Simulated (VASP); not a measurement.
# TaN (Fm-3m) in VASP: further runs

Runs on TaN. Level: PBEsol. Tasks: single point.

Everything below comes from runs of VASP 6.6.1. Logs are shortened: lines on timing, memory, paths and dates and some standing lists are left out, and cuts for length are marked.

**1. The cell of the first run**

It takes space group Fm-3m (No. 225, cubic). Conventional cell: a = 4.375 Å, b = 4.375 Å, c = 4.375 Å, α = 90.00°, β = 90.00°, γ = 90.00°. Ta (site symmetry m-3m) has 6 N at 2.19 Å within 2.9 Å. Within 2.9 Å of N (site symmetry m-3m) lie 6 Ta at 2.19 Å.

**2. Single point, PBEsol**

INCAR

```
SYSTEM = TaN
PREC     = Accurate       ! precision mode
ENCUT    = 600            ! plane-wave cutoff, eV
EDIFF    = 1E-6           ! SCF threshold, eV
ISMEAR   = 0              ! smearing method
SIGMA    = 0.15           ! smearing width, eV
LREAL    = .False.        ! projectors in reciprocal space
LASPH    = .True.         ! aspherical terms in the spheres
NELM     = 120            ! most SCF steps
ALGO     = Normal         ! electronic algorithm
ISIF     = 2              ! what is computed and relaxed
LWAVE    = .False.        ! write WAVECAR
LCHARG   = .True.         ! write CHGCAR
GGA      = PS             ! functional
LELF     = .True.         ! ELF
LVHAR    = .True.       
NBANDS   = 26             ! bands
GGA_COMPAT= .False.
```

KPOINTS

```
Automatic mesh
0
Gamma
  14 14 10
  0 0 0
```

POSCAR

```
TaN
1.0
    0.0000000000     -2.1874436362     -2.1874436362
    0.0000000000      2.1874436362     -2.1874436362
    4.3748872723      0.0000000000      0.0000000000
Ta N
2 2
Direct
    0.5000000000      0.5000000000      0.0000000000
    0.0000000000      0.0000000000      0.5000000000
    0.5000000000      0.5000000000      0.5000000000
    0.0000000000      0.0000000000      0.0000000000
```

Potentials or basis: VASP PAW PBE potentials, release 64 (Ta_sv_GW, N).

Launch:

```console
> cat potpaw_PBE.64/Ta_sv_GW/POTCAR potpaw_PBE.64/N/POTCAR > POTCAR
> mpirun -np 1 vasp_std > vasp.out
```

OUTCAR:

```text
SYSTEM = TaN
   PREC = Accurate
   ENCUT = 600
   EDIFF = 1E-6
   ISMEAR = 0
   LREAL = .False.
   LASPH = .True.
   NELM = 120
   ISIF = 2
   GGA = PS

 ion  position               nearest neighbor table
   1  0.500  0.500  0.000-   3 2.19   3 2.19   4 2.19   4 2.19   4 2.19   4 2.19   2 3.09   2 3.09
                             2 3.09   2 3.09   2 3.09   2 3.09   2 3.09   2 3.09
   2  0.000  0.000  0.500-   4 2.19   4 2.19   3 2.19   3 2.19   3 2.19   3 2.19   1 3.09   1 3.09
                             1 3.09   1 3.09   1 3.09   1 3.09   1 3.09   1 3.09
   3  0.500  0.500  0.500-   1 2.19   1 2.19   2 2.19   2 2.19   2 2.19   2 2.19
   4  0.000  0.000  0.000-   2 2.19   2 2.19   1 2.19   1 2.19   1 2.19   1 2.19

  LATTYP: Found a simple tetragonal cell.
 ALAT       =     3.0935124572
 C/A-ratio  =     1.4142135623

  Lattice vectors:

 A1 = (   0.0000000000,  -2.1874436362,  -2.1874436362)
 A2 = (   0.0000000000,   2.1874436362,  -2.1874436362)
 A3 = (   4.3748872723,   0.0000000000,   0.0000000000)

Analysis of symmetry for initial positions (statically):
=====================================================================
 Subroutine PRICEL returns following result:

  LATTYP: Found a face centered cubic cell.
 ALAT       =     4.3748872724

  Lattice vectors:

 A1 = (  -2.1874436361,   0.0000000000,   2.1874436362)
 A2 = (  -2.1874436361,  -2.1874436362,   0.0000000000)
 A3 = (   0.0000000000,  -2.1874436362,   2.1874436362)

   2 primitive cells build up your supercell.

 Routine SETGRP: Setting up the symmetry group for a
 simple tetragonal supercell.

 Subroutine GETGRP returns: Found 16 space group operations
 (whereof 16 operations were pure point group operations)
 out of a pool of 16 trial point group operations.

The static configuration has the point symmetry D_4h.

Analysis of symmetry for dynamics (positions and initial velocities):
=====================================================================
 Subroutine PRICEL returns following result:

  LATTYP: Found a face centered cubic cell.
 ALAT       =     4.3748872724

  Lattice vectors:

 A1 = (  -2.1874436361,   0.0000000000,   2.1874436362)
 A2 = (  -2.1874436361,  -2.1874436362,   0.0000000000)
 A3 = (   0.0000000000,  -2.1874436362,   2.1874436362)

   2 primitive cells build up your supercell.

 Routine SETGRP: Setting up the symmetry group for a
 simple tetragonal supercell.

 Subroutine GETGRP returns: Found 16 space group operations
 (whereof 16 operations were pure point group operations)
 out of a pool of 16 trial point group operations.

The dynamic configuration has the point symmetry D_4h.

 Subroutine INISYM returns: Found 16 space group operations
 (whereof 16 operations are pure point group operations),
 and found     2 'primitive' translations

----------------------------------------------------------------------------------------

                                     Primitive cell

  volume of cell :      20.9334

  direct lattice vectors                    reciprocal lattice vectors
    -2.187443636  0.000000000  2.187443636    -0.228577318  0.228577318  0.228577318
    -2.187443636 -2.187443636  0.000000000    -0.228577318 -0.228577318 -0.228577318
     0.000000000 -2.187443636  2.187443636     0.228577318 -0.228577318  0.228577318

  length of vectors
     3.093512457  3.093512457  3.093512457     0.395907529  0.395907529  0.395907529

  position of ions in fractional coordinates (direct lattice)
     0.500000000  0.500000000  0.500000000
     0.000000000  0.000000000  0.000000000

  ion indices of the primitive-cell ions
   primitive index   ion index
                 1           1
                 2           3

----------------------------------------------------------------------------------------

 KPOINTS: Automatic mesh

Automatic generation of k-mesh.
 Grid dimensions read from file:
 generate k-points for:   14   14   10

 Generating k-lattice:

  Cartesian coordinates                     Fractional coordinates (reciprocal lattice)
     0.000000000 -0.016326951 -0.016326951     0.071428571  0.000000000  0.000000000
     0.000000000  0.016326951 -0.016326951     0.000000000  0.071428571  0.000000000
     0.022857732  0.000000000  0.000000000     0.000000000  0.000000000  0.100000000

  Length of vectors
     0.023089796  0.023089796  0.022857732

  Shift w.r.t. Gamma in fractional coordinates (k-lattice)
     0.000000000  0.000000000  0.000000000

 Subroutine IBZKPT returns following result:
 ===========================================

 Found    216 irreducible k-points:

 Following reciprocal coordinates:
            Coordinates               Weight
  0.000000  0.000000  0.000000      1.000000
  0.071429  0.000000  0.000000      4.000000
  0.142857  0.000000  0.000000      4.000000
  0.214286  0.000000  0.000000      4.000000
  0.285714  0.000000  0.000000      4.000000
  0.357143  0.000000  0.000000      4.000000
[... 16 lines left out ...]
  0.285714  0.214286  0.000000      8.000000
  0.357143  0.214286  0.000000      8.000000
 [... further k-points ...]
   k-points           NKPTS =    216   k-points in BZ     NKDIM =    216   number of bands    NBANDS=     26
   number of dos      NEDOS =    301   number of ions     NIONS =      4
   total plane-waves  NPLWV =  28224
   dimension x,y,z NGX =    28 NGY =   28 NGZ =   36
   dimension x,y,z NGXF=    56 NGYF=   56 NGZF=   72
   ions per type =               2   2
   NGX,Y,Z   is equivalent  to a cutoff of  15.05, 15.05, 13.68 a.u.
   NGXF,Y,Z  is equivalent  to a cutoff of  30.09, 30.09, 27.36 a.u.
 SYSTEM =  TaN
   PREC   = accura    normal or accurate (medium, high low for compatibility)
   ISTART =      0    job   : 0-new  1-cont  2-samecut
   ICHARG =      2    charge: 1-file 2-atom 10-const
   ISPIN  =      1    spin polarized calculation?
   LNONCOLLINEAR =      F non collinear calculations
   LSORBIT =      F    spin-orbit coupling
   LASPH  =      T    aspherical Exc in radial PAW
   ENCUT  =  600.0 eV  44.10 Ry    6.64 a.u.   6.18  6.18  8.74*2*pi/ulx,y,z
   NELM   =    120;   NELMIN=  2; NELMDL= -5     # of ELM steps
   EDIFF  = 0.1E-05   stopping-criterion for ELM
   LREAL  =      F    real-space projection
   EDIFFG = 0.1E-04   stopping-criterion for IOM
   NSW    =      0    number of steps for IOM
   IBRION =     -1    ionic relax: 0-MD 1-quasi-New 2-CG
   NFREE  =      0    steps in history (QN), initial steepest desc. (CG)
   ISIF   =      2    stress and relaxation
   ISYM   =      2    0-nonsym 1-usesym 2-fastsym
   POTIM  = 0.5000    time-step for ionic-motion
   TEBEG  =    0.0;   TEEND  =   0.0 temperature during run
   PSTRESS=    0.0 pullay stress
   NELECT =      36.0000    total number of electrons
   NUPDOWN=      -1.0000    fix difference up-down
   EMIN   =  10.00;   EMAX   =-10.00  energy-range for DOS
   EFERMI =   0.00;   METHOD = LEGACY
   ISMEAR =     0;   SIGMA  =   0.15  broadening in eV -4-tet -1-fermi 0-gaus
   EFERMI_NEDOS =   21; number of points for ismear=-14 and -15
   IALGO  =     38    algorithm
   IMIX   =      4    mixing-type and parameters
     AMIX     =   0.40;   BMIX     =  1.00
     AMIX_MAG =   1.60;   BMIX_MAG =  1.00
  volume/ion in A,a.u.               =      10.47        70.63
  Fermi-wavevector in a.u.,A,eV,Ry     =   1.556750  2.941830 32.973307  2.423470
  Thomas-Fermi vector in A             =   2.660500
   LORBIT       =      0    0 simple, 1 ext, 2 COOP (PROOUT), +10 PAW based schemes
   GGA     = PS    functional components
   LHFCALC =     F    Hartree Fock is set to
   AEXX    =    0.0000 exact exchange contribution
   IVDW    =     0    specifies the selected vdW correction
   LEPSILON=     F    determine dielectric tensor
   LRPA    =     F    only Hartree local field effects (RPA)
 non-spin polarized calculation
 Gauss-broadening in eV      SIGMA  =   0.15
  energy-cutoff  :      600.00
  volume of cell :       41.87
 maximum number of plane-waves:      1426
 NGX is ok and might be reduce to    28

 number of electron      35.9999998 magnetization

 Free energy of the ion-electron system (eV)
  ---------------------------------------------------
  ext. energy  EPLUGINS =         0.00000000
  ---------------------------------------------------
  free energy    TOTEN  =       -51.52123122 eV

  energy without entropy =      -51.50148917  energy(sigma->0) =      -51.51136020

 E-fermi :  13.8765     XC(G=0): -14.0502

 val. band max:       13.8689170293   @ k =   0.4286   0.0000   0.1000
 cond. band min:      13.8834029220   @ k =   0.2857   0.0714   0.3000
 fundamental gap:      0.0144858927
 Fermi energy:        13.8764604117

 k-point     1 :       0.0000    0.0000    0.0000
  band No.  band energies     occupation
      1     -55.5924      2.00000
      2     -55.5113      2.00000
      3     -22.5447      2.00000
      4     -22.0734      2.00000
      5     -22.0734      2.00000
      6     -21.7704      2.00000
[... 18 lines left out ...]
     25      17.5497      0.00000
     26      17.5497      0.00000

 k-point     2 :       0.0714    0.0000    0.0000
  band No.  band energies     occupation
      1     -55.5903      2.00000
      2     -55.5114      2.00000
      3     -22.5332      2.00000
      4     -22.0950      2.00000
      5     -22.0666      2.00000
      6     -21.8008      2.00000
[... 18 lines left out ...]
     25      17.4312      0.00000
     26      17.4592      0.00000

 k-point     3 :       0.1429    0.0000    0.0000
  band No.  band energies     occupation
      1     -55.5844      2.00000
      2     -55.5115      2.00000
      3     -22.4997      2.00000
      4     -22.1543      2.00000
      5     -22.0470      2.00000
      6     -21.8857      2.00000
[... 18 lines left out ...]
     25      17.1948      0.00000
     26      17.2290      0.00000

 k-point     4 :       0.2143    0.0000    0.0000
  band No.  band energies     occupation
      1     -55.5755      2.00000
      2     -55.5122      2.00000
      3     -22.4465      2.00000
      4     -22.2371      2.00000
      5     -22.0168      2.00000
      6     -22.0080      2.00000
[... 18 lines left out ...]
     25      17.6295      0.00000
     26      18.4445      0.00000

 k-point     5 :       0.2857    0.0000    0.0000
  band No.  band energies     occupation
      1     -55.5646      2.00000
      2     -55.5140      2.00000
      3     -22.3770      2.00000
      4     -22.3237      2.00000
      5     -22.1443      2.00000
      6     -21.9790      2.00000
[... 18 lines left out ...]
     25      18.4258      0.00000
     26      18.6874      0.00000

 k-point     6 :       0.3571    0.0000    0.0000
  band No.  band energies     occupation
      1     -55.5528      2.00000
      2     -55.5176      2.00000
      3     -22.3938      2.00000
      4     -22.2959      2.00000
      5     -22.2709      2.00000
      6     -21.9576      2.00000
[... 427 lines left out ...]
 k-point    21 :       0.5000    0.1429    0.0000
  band No.  band energies     occupation
      1     -55.5276      2.00000
      2     -55.5276      2.00000
      3     -22.4248      2.00000
      4     -22.4248      2.00000
      5     -22.1108      2.00000
      6     -22.1108      2.00000
[... 18 lines left out ...]
     25      20.0443      0.00000
     26      20.0443      0.00000

 k-point    22 :       0.2143    0.2143    0.0000
  band No.  band energies     occupation
      1     -55.5607      2.00000
      2     -55.5112      2.00000
      3     -22.3649      2.00000
      4     -22.2608      2.00000
      5     -22.1099      2.00000
      6     -22.1004      2.00000
[... 18 lines left out ...]
     25      17.9609      0.00000
     26      18.6215      0.00000

 k-point    23 :       0.2857    0.2143    0.0000
  band No.  band energies     occupation
      1     -55.5513      2.00000
      2     -55.5117      2.00000
      3     -22.3269      2.00000
      4     -22.3078      2.00000
      5     -22.2102      2.00000
      6     -22.0854      2.00000
[... 18 lines left out ...]
     25      18.1353      0.00000
     26      18.6428      0.00000

 k-point    24 :       0.3571    0.2143    0.0000
  band No.  band energies     occupation
      1     -55.5412      2.00000
      2     -55.5137      2.00000
      3     -22.3938      2.00000
      4     -22.3132      2.00000
      5     -22.2418      2.00000
      6     -22.0523      2.00000
[... 18 lines left out ...]
     25      17.8190      0.00000
     26      19.3162      0.00000

 [... further k-points ...]

------------------------ aborting loop because EDIFF is reached ----------------------------------------

  FORCE on cell =-STRESS in cart. coord.  units (eV):
  Direction    XX          YY          ZZ          XY          YZ          ZX
  --------------------------------------------------------------------------------------
  -------------------------------------------------------------------------------------
  Total       -0.0216372      0.1217526      0.1217526     -0.0000000      0.0000000      0.0000000
  in kB       -0.8280190      4.6592745      4.6592745     -0.0000000      0.0000000      0.0000000
  external PRESSURE =       2.8301767 kB  Pullay stress =       0.0000000 kB

 VOLUME and BASIS-vectors are now :
 -----------------------------------------------------------------------------
  energy-cutoff  :      600.00
  volume of cell :       41.87
      direct lattice vectors                 reciprocal lattice vectors
     0.000000000 -2.187443636 -2.187443636     0.000000000 -0.228577318 -0.228577318
     0.000000000  2.187443636 -2.187443636     0.000000000  0.228577318 -0.228577318
     4.374887272  0.000000000  0.000000000     0.228577318  0.000000000  0.000000000

 POSITION                                       TOTAL-FORCE (eV/Angst)
 -----------------------------------------------------------------------------------
      0.00000      0.00000     -2.18744         0.000000      0.000000     -0.000000
      2.18744      0.00000      0.00000        -0.000000      0.000000     -0.000000
      2.18744      0.00000     -2.18744        -0.000000     -0.000000      0.000000
      0.00000      0.00000      0.00000        -0.000000     -0.000000      0.000000
 -----------------------------------------------------------------------------------
    total drift:                                0.000000      0.000000     -0.000000

  FREE ENERGIE OF THE ION-ELECTRON SYSTEM (eV)
  ---------------------------------------------------
  free  energy   TOTEN  =       -51.5212312178 eV

  energy  without entropy=      -51.5014891737  energy(sigma->0) =      -51.51136020
```

It took 3.7 min on 1 thread of AMD EPYC 7R13 (Zen 3), shared host; peak memory 0.35 GiB.

Results:

* Free energy: -51.5212 eV
* Pressure: 0.3 GPa
* Band gap on the k mesh: zero (bands 18 and 19 overlap by 4.13 eV)

Caveat: the PAW data sets were made with another functional, which shifts forces and pressure a little; spin-orbit coupling is left out, which moves the levels of the heavy elements.

**3. Single point, PBEsol**

This run uses another cell than the first one: it holds 2 atoms, not 4.

INCAR

```
PREC = Accurate
ENCUT = 520
EDIFF = 1E-6
ISMEAR = 0
SIGMA = 0.15
LREAL = F
LASPH = T
NELM = 60
ALGO = Normal
ISIF = 2
LWAVE = F
LCHARG = F
GGA = PS
NBANDS = 15
```

KPOINTS

```
regular mesh
0
Gamma
  18 18 18
```

POSCAR

```
TaN
1.0
    0.0000000000      2.1874436400      2.1874436400
    2.1874436400      0.0000000000      2.1874436400
    2.1874436400      2.1874436400      0.0000000000
Ta N
1 1
Direct
    0.5000000000      0.5000000000      0.5000000000
    0.0000000000      0.0000000000      0.0000000000
```

Potentials or basis: VASP PAW PBE potentials, release 64 (Ta_pv, N).

Launch:

```console
> cat potpaw_PBE.64/Ta_pv/POTCAR potpaw_PBE.64/N/POTCAR > POTCAR
> mpirun -np 1 vasp_std > vasp.out
```

Run time: 2.4 min. Hardware: 1 thread of AMD EPYC 7R43 (Zen 3), shared host; peak memory 0.15 GiB.

It converged, with:

* Free energy: -23.2172 eV
* Pressure: 1.2 GPa
* Band gap on the k mesh: zero (bands 8 and 9 overlap by 4.13 eV)

Levels at points of the mesh, in eV from the Fermi level:
```
           k point  band 4  band 5  band 6  band 7  band 8  band 9  band 10  band 11  band 12  band 13
(0.00, 0.00, 0.00)  -18.94   -3.85   -3.85   -3.85   -2.18   -2.18    -2.18     0.02     0.02     1.67
(0.50, 0.00, 0.00)  -15.77  -10.54   -7.71   -7.71    1.95    1.95     2.05     3.85     7.71     7.71
(0.50, 0.50, 0.00)  -17.66   -6.67   -5.62   -4.66   -4.66    2.13     3.64     3.64     4.72     6.90
```

Caveat: the PAW data sets were made with another functional, which shifts forces and pressure a little; spin-orbit coupling is left out, which moves the levels of the heavy elements.

[end of part 1 of 2]
